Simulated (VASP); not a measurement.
Input of a VASP 6.6.1 run:

File INCAR:

```
SYSTEM = GaGeO4
PREC = Accurate ; ENCUT = 520
EDIFF = 1E-6 ; ISMEAR = 0
SIGMA = 0.1 ; LREAL = .FALSE.
LASPH = .TRUE. ; NELM = 60
ALGO = Normal ; ISIF = 2
LWAVE = .FALSE. ; LCHARG = .TRUE.
GGA = PE ; LELF = .TRUE.
LVHAR = .TRUE. ; NBANDS = 34
```

File KPOINTS:

```
regular mesh
0
G
  12 12 14
  0 0 0
```

POSCAR

```
GaGeO4
1.0
    5.5595134780      0.0000000000      0.0000000000
   -2.7797567390      4.8146799046      0.0000000000
    0.0000000000      0.0000000000      2.7170481973
Ga Ge O
1 1 4
Direct
    0.0000000000      0.0000000000      0.0000000000
    0.3333333333      0.6666666667      0.0000000000
    0.6666666667      0.3333333333      0.0000000000
    0.4795709000      0.9591418001      0.5000000000
    0.0408581999      0.5204291000      0.5000000000
    0.4795709000      0.5204291000      0.5000000000
```

Potentials or basis: VASP PAW PBE potentials, release 64 (Ga_d, Ge_d, O).

Command:

```bash
$ cat potpaw_PBE.64/Ga_d/POTCAR potpaw_PBE.64/Ge_d/POTCAR potpaw_PBE.64/O/POTCAR > POTCAR
$ mpirun -np 1 vasp_std > vasp.out
```

Problem. What does it give for the pressure?

Solution. 0.2 GPa.

Problem. Predict the largest force.

Solution. 0.059 eV/Å.

Problem. Predict the band gap on the k mesh.

Solution. Zero (an odd number of electrons rules out a gap without spin polarisation).

Stress tensor (GPa, compression positive):
```
0.10 0.00 0.00
0.00 0.10 0.00
0.00 0.00 0.41
```

Caveat: an odd number of electrons without spin polarisation forces a metal; a magnetic or distorted state may lie lower.
